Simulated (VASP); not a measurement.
Wanted: the native input for a VASP 6.6.1 run.

```
Task                   : single point
Functional             : PBEsol
Potentials or basis    : VASP PAW PBE potentials, release 64 (In_d, Se)
Cutoff                 : 520 eV
k mesh                 : 6 × 6 × 5
Occupations            : fermi-dirac, width 0.05 eV
Spin                   : no spin polarisation
Dipole correction      : no
Further INCAR settings : ALGO = Normal; EDIFF = 1e-07; NBANDS = 27
```

The structure of InSe lies in POSCAR:

```
InSe
1.0
    5.8263928781     -2.0546489550      0.0000000000
    5.8263928781      2.0546489550      0.0000000000
   -1.7232330140      0.0000000000      4.8190613363
In Se
2 2
Direct
    0.8882032500      0.8882032500      0.0468413600
    0.1117967500      0.1117967500      0.9531586400
    0.6609275900      0.6609275900      0.6689556200
    0.3390724100      0.3390724100      0.3310443800
```

The input as run:

INCAR

```
SYSTEM = InSe
PREC = Accurate
ENCUT = 520
EDIFF = 1E-7
ISMEAR = -1
SIGMA = 0.05
LREAL = .FALSE.
LASPH = .TRUE.
NELM = 100
ALGO = Normal
ISIF = 2
LWAVE = .FALSE.
LCHARG = .FALSE.
GGA = PS
NBANDS = 27
```

KPOINTS

```
regular mesh
0
G
  6 6 5
  0 0 0
```

Potentials or basis: VASP PAW PBE potentials, release 64 (In_d, Se).

Run with:

```sh
$ cat potpaw_PBE.64/In_d/POTCAR potpaw_PBE.64/Se/POTCAR > POTCAR
$ mpirun -np 1 vasp_std > vasp.out
```

It gave:

| Property | Result |
| --- | --- |
| Pressure | -1.5 GPa |
| Largest force | 0.088 eV/Å |
| Band gap on the k mesh | 1.26 eV (least direct gap 1.41 eV) |

Caveat: the PAW data sets were made with another functional, which shifts forces and pressure a little; spin-orbit coupling is left out, which moves the levels of the heavy elements; an odd mesh through Γ misses points on the zone boundary, where band edges can lie.

Wall time 93 s on 1 thread of Intel(R) Xeon(R) 6975P-C (Granite Rapids), with other jobs on the host, peak memory 0.37 GiB.
